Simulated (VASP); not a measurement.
Wanted: the native input for a VASP 6.6.1 run.

- Task: electric field gradients
- Functional: PBE
- Potentials or basis: VASP PAW PBE potentials, release 64 (Cs_sv)
- Cutoff: 520 eV
- k mesh: 9 × 9 × 9
- Occupations: fermi-dirac, width 0.05 eV
- Spin: no spin polarisation
- Dipole correction: no
- Further INCAR settings: ALGO = Normal; EDIFF = 1e-08; NBANDS = 10

The structure of Cs lies in POSCAR:

```
Cs
1.0
   -2.9613238849      2.9613238849      2.9613238849
    2.9613238849     -2.9613238849      2.9613238849
    2.9613238849      2.9613238849     -2.9613238849
Cs
1
Direct
    0.0000000000      0.0000000000      0.0000000000
```

This cell differs from its parent crystal: volume scaled by 0.9405.

These files were run (other wordings do the same):

INCAR

```
SYSTEM = Cs
  PREC = Accurate
  ENCUT = 520
  EDIFF = 1E-8
  ISMEAR = -1
  SIGMA = 0.05
  LREAL = .FALSE.
  LASPH = .TRUE.
  NELM = 80
  ALGO = Normal
  ISIF = 2
  LWAVE = .FALSE.
  LCHARG = .FALSE.
  GGA = PE
  LEFG = .TRUE.
  NBANDS = 10
```

KPOINTS

```
regular mesh
0
G
  9 9 9
  0 0 0
```

Potentials or basis: VASP PAW PBE potentials, release 64 (Cs_sv).

Command:

```bash
$ cat potpaw_PBE.64/Cs_sv/POTCAR > POTCAR
$ mpirun -np 1 vasp_std > vasp.out
```

It gave:

```
Pressure : 0.3 GPa
```

Caveat: without QUAD_EFG the Cq values of the log hold for a quadrupole moment of 1 mb, not for the nuclei.

Run time: 25 s on 1 thread of Intel(R) Xeon(R) Platinum 8259CL CPU @ 2.50GHz (Skylake/Cascade Lake), with other jobs on the host, peak memory 0.24 GiB.
